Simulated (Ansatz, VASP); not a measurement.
Two plane-wave programs on LiF

```
Li F
1.0
     3.81046    0.00000    0.00000
     0.00000    3.92499    0.00000
     0.00000    0.00000    3.81044
Li F
2 2
Direct
  0.37500 0.00000 0.00000
  0.87500 0.00000 0.50000
  0.87500 0.00000 0.00000
  0.37500 0.00000 0.50000
```

Alike in both runs: functional PBE; k mesh 6 × 10 × 4; occupations gaussian, width 0.1 eV; no spin polarisation.

Ansatz relaxed the structure, and its values are those at the end. VASP's run is a single point on that final structure, the one shown.

```csv
,VASP,Ansatz
version,VASP 6.6.1,Ansatz 0.2.0
potentials or method,"VASP PAW PBE potentials, release 64 (Li_sv, F), cutoff 520 eV","scalar-relativistic, plane waves, PAW"
valence electrons in the cell,20,20
```

|  | VASP | Ansatz | Ansatz less VASP |
| --- | --- | --- | --- |
| gap on the k mesh at the Fermi level (eV) | 5.93 | 5.94 | +0.004 |
| least direct gap on the mesh (eV) | 6.11 | 6.12 | +0.008 |

With one functional, cell and mesh, what is left measures potentials, basis and numerics.

Noted on VASP's run: the cutoff is short for stress, so the pressure is rough.
